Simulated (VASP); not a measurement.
Here is a VASP 6.6.1 calculation.

The input INCAR:

```
  PREC = Accurate
  ENCUT = 520
  EDIFF = 1E-6
  ISMEAR = 0
  SIGMA = 0.1
  LREAL = False
  LASPH = True
  NELM = 100
  ALGO = Normal
  ISIF = 2
  LWAVE = False
  LCHARG = False
  GGA = PE
  NBANDS = 33
```

File KPOINTS:

```
Automatic mesh
0
Gamma
  8 8 8
```

POSCAR

```
Ta4O
1.0
    4.3942969832      0.0000000000      0.0000000000
    0.0000000000      4.3942969832      0.0000000000
    0.0000000000      0.0000000000      4.3942969832
Ta O
4 1
Direct
    0.2637880664      0.7362119336      0.7362119336
    0.7362119336      0.2637880664      0.7362119336
    0.7362119336      0.7362119336      0.2637880664
    0.2637880664      0.2637880664      0.2637880664
    0.0000000000      0.0000000000      0.0000000000
```

Potentials or basis: VASP PAW PBE potentials, release 64 (Ta_pv, O).

Command:

```sh
$ cat potpaw_PBE.64/Ta_pv/POTCAR potpaw_PBE.64/O/POTCAR > POTCAR
$ mpirun -np 1 vasp_std > vasp.out
```

**Question.** Predict the band gap on the k mesh.

**Answer.** Zero (band 25 reaches 7.05 eV, above the bottom of band 26 at 4.87 eV).

**Question.** Predict the largest force.

**Answer.** 0.052 eV/Å.

**Question.** What does it give for the pressure?

**Answer.** 0.2 GPa.

Forces on the atoms (eV/Å):
```
Ta   0.030 -0.030 -0.030
Ta  -0.030  0.030 -0.030
Ta  -0.030 -0.030  0.030
Ta   0.030  0.030  0.030
O    0.000  0.000  0.000
```

Caveat: spin-orbit coupling is left out, which moves the levels of the heavy elements.
